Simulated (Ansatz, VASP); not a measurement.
One calculation of RbRe2, two programs

```
Rb Re
1.0
     4.11348    0.00000    0.00000
    -2.05674    3.56238    0.00000
     0.00000    0.00000    6.22048
Rb Re
1 2
Cartesian
  0.0000 0.0000 0.0000
  0.0000 2.3749 3.1102
  2.0567 1.1875 3.1102
```

Alike in both runs: functional PBE; k mesh 6 × 6 × 4; occupations gaussian, width 0.1 eV; no spin polarisation.

Ansatz relaxed the structure, and its values are those at the end. VASP's run is a single point on that final structure, the one shown.

|  | VASP | Ansatz |
| --- | --- | --- |
| version | VASP 6.6.1 | Ansatz 0.2.0 |
| potentials or method | VASP PAW PBE potentials, release 64 (Rb_sv, Re_sv_GW), cutoff 500 eV | scalar-relativistic, plane waves, PAW |
| valence electrons in the cell | 39 | 39 |

```csv
,VASP,Ansatz,Ansatz less VASP
gap on the k mesh at the Fermi level (eV),none,none,-
pressure (GPa),-0.7,0.0,+0.72
```

A gap of «none» marks a metal or a gap that the smearing closes.

Neither program's run includes spin-orbit coupling.
